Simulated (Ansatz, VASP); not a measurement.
InP: VASP beside Ansatz

The input INCAR:

```
SYSTEM = InP
PREC = Accurate
ENCUT = 520
EDIFF = 1E-8
ISMEAR = -1
SIGMA = 0.05
LREAL = .False.
LASPH = .True.
NELM = 100
ALGO = Normal
ISIF = 2
LWAVE = .False.
LCHARG = .False.
GGA = CA
LEFG = .True.
NBANDS = 16
```

KPOINTS

```
regular mesh
0
Gamma
  11 11 11
  0 0 0
```

The input POSCAR:

```
InP
1.0
    0.0000000000      2.8454514337      2.8454514337
    2.8454514337      0.0000000000      2.8454514337
    2.8454514337      2.8454514337      0.0000000000
In P
1 1
Direct
    0.0000000000      0.0000000000      0.0000000000
    0.5000000000      0.5000000000      0.5000000000
```

Input for Ansatz:

```yaml
crystal:
  lattice:
    - [0.0, 2.8454514337, 2.8454514337]
    - [2.8454514337, 0.0, 2.8454514337]
    - [2.8454514337, 2.8454514337, 0.0]
  atoms:
    - { symbol: In, position: [0.0, 0.0, 0.0] }
    - { symbol: P, position: [0.5, 0.5, 0.5] }
kpoints:
  mp_grid: { grid: [11, 11, 11] }
scf:
  occupations: { method: fermi_dirac, width: 0.05 }
hamiltonian:
  xc: lda
  pseudopotentials: { kind: all_electron, datasets: crystal }
output:
  forces: true
  stress: true
  eigenvalues: true
  efg: { contact_densities: true }
```

Change from the starting cell: volume scaled by 0.99, crystal datasets.

Alike in both runs: task electric field gradients; functional LDA; k mesh 11 × 11 × 11; occupations fermi-dirac, width 0.05 eV; no spin polarisation.

```csv
,VASP,Ansatz
version,VASP 6.6.1,Ansatz 0.2.0
potentials or method,"VASP PAW LDA potentials, release 64 (In_d, P), cutoff 520 eV","all-electron PAW with datasets made for the crystal, scalar-relativistic"
```

|  | VASP | Ansatz | Ansatz less VASP |
| --- | --- | --- | --- |
| pressure (GPa) | -9.3 | -9.3 | +0.01 |

LDA's correlation is that of Perdew and Zunger in VASP and of Perdew and Wang (1992) in Ansatz. Ansatz ran all-electron here, and VASP with PAW potentials.
